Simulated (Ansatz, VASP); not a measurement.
One calculation of Al2Pt, two programs

File INCAR:

```
SYSTEM = Al2Pt
  PREC = Accurate
  ENCUT = 520
  EDIFF = 1E-6
  ISMEAR = 0
  SIGMA = 0.1
  LREAL = .False.
  LASPH = .True.
  NELM = 60
  ALGO = Fast
  ISIF = 2
  LWAVE = .False.
  LCHARG = .True.
  GGA = PE
  LELF = .True.
  LVHAR = .True.
  NBANDS = 15
```

File KPOINTS:

```
regular mesh
0
Gamma
  12 12 12
  0 0 0
```

The input POSCAR:

```
Al2Pt
1.0
    0.0000000000      3.0934122000      3.0934122000
    3.0934122000      0.0000000000      3.0934122000
    3.0934122000      3.0934122000      0.0000000000
Al Pt
2 1
Direct
    0.2500000000      0.2500000000      0.2500000000
    0.7500000000      0.7500000000      0.7500000000
    0.0000000000      0.0000000000      0.0000000000
```

Input for Ansatz:

```yaml
crystal:
  lattice:
    - [0.0, 3.0934122, 3.0934122]
    - [3.0934122, 0.0, 3.0934122]
    - [3.0934122, 3.0934122, 0.0]
  atoms:
    - { symbol: Al, position: [0.25, 0.25, 0.25] }
    - { symbol: Al, position: [0.75, 0.75, 0.75] }
    - { symbol: Pt, position: [0.0, 0.0, 0.0] }
basis:
  ecutwfc: 420
kpoints:
  mp_grid: { grid: [12, 12, 12] }
hamiltonian:
  xc: pbe
scf:
  occupations: { method: gaussian, width: 0.1 }
output:
  forces: true
  stress: true
  eigenvalues: true
```

Alike in both runs: task single point; functional PBE; k mesh 12 × 12 × 12; occupations gaussian, width 0.1 eV; no spin polarisation.

```csv
,VASP,Ansatz
version,VASP 6.6.1,Ansatz 0.2.0
potentials or method,"VASP PAW PBE potentials, release 64 (Al, Pt), cutoff 520 eV","scalar-relativistic, plane waves, PAW"
valence electrons in the cell,16,24
```

```tsv
	VASP	Ansatz	Ansatz less VASP
gap on the k mesh at the Fermi level (eV)	none	none	-
pressure (GPa)	-11.9	-11.8	+0.14
```

A gap of «none» marks a metal or a gap that the smearing closes. VASP's potentials hold 16 valence electrons a cell and Ansatz's 24, so a difference there can come from the potentials and not from the codes.

Neither program's run includes spin-orbit coupling.
